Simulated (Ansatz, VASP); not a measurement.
**Al5P2: VASP beside Ansatz**

```
Al P
1.0
     3.56301    0.00000    0.00000
    -1.78150    3.08566    0.00000
     0.00000    0.00000   12.12742
Al P
5 2
Cartesian
  0.0000 0.0000 10.8277
  0.0000 2.0571 7.9865
  0.0000 0.0000 1.2998
  1.7815 1.0286 4.1409
  0.0000 0.0000 6.0637
  1.7815 1.0286 9.5430
  0.0000 2.0571 2.5844
```

Alike in both runs: functional PBE; k mesh 12 × 12 × 4; occupations gaussian, width 0.1 eV; no spin polarisation.

Ansatz relaxed the structure, and its values are those at the end. VASP's run is a single point on that final structure, the one shown.

|  | VASP | Ansatz |
| --- | --- | --- |
| version | VASP 6.6.1 | Ansatz 0.2.0 |
| potentials or method | VASP PAW PBE potentials, release 64 (Al, P), cutoff 520 eV | scalar-relativistic, plane waves, PAW |
| valence electrons in the cell | 25 | 25 |

Ansatz gave:

- gap on the k mesh at the Fermi level (eV): none
- pressure (GPa): 0.0

Task: Which values does VASP return?

Result: gap on the k mesh at the Fermi level (eV): none; pressure (GPa): -0.1.

A gap of «none» marks a metal or a gap that the smearing closes.
